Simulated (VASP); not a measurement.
HfSiO4, 12 atoms in the cell. The structure is tetragonal, space group I4_1/amd (No. 141). The conventional cell has a = 6.572 Å, b = 6.572 Å, c = 5.963 Å, α = 90.00°, β = 90.00°, γ = 90.00°. Within 2.8 Å of Hf (site symmetry -4m2) lie 8 O at 2.11 to 2.26 Å. Si (site symmetry -4m2) has 4 O at 1.62 Å within 2.2 Å. Within 2.3 Å of O (site symmetry m) lie 1 Si at 1.62 Å and 2 Hf at 2.11 to 2.26 Å. 

| Item | Value |
| --- | --- |
| Program | VASP 6.6.1 |
| Task | relaxation of the atoms |
| Functional | PBE |
| Potentials or basis | VASP PAW PBE potentials, release 64 (Hf_pv, Si, O) |
| Cutoff | 520 eV |
| k mesh | 5 × 5 × 5 |
| Occupations | fermi-dirac, width 0.05 eV |
| Spin | no spin polarisation |
| Dipole correction | no |
| Further INCAR settings | ALGO = Normal; EDIFF = 1e-07; IBRION = 2; EDIFFG = -0.01; NSW = 60 |

Potentials or basis: VASP PAW PBE potentials, release 64 (Hf_pv, Si, O).

Run with:

```bash
$ cat potpaw_PBE.64/Hf_pv/POTCAR potpaw_PBE.64/Si/POTCAR potpaw_PBE.64/O/POTCAR > POTCAR
$ mpirun -np 1 vasp_std > vasp.out
```

Hardware: 1 thread of Oxide Virtual Turin-like Processor, with other jobs on the host.

Problem. Estimate the wall time of this run.

Solution. Run time: 5 min on 1 thread of Oxide Virtual Turin-like Processor (shared host), peak memory 0.28 GiB. Counts: scf iterations 51, k points 18, ion steps 6.
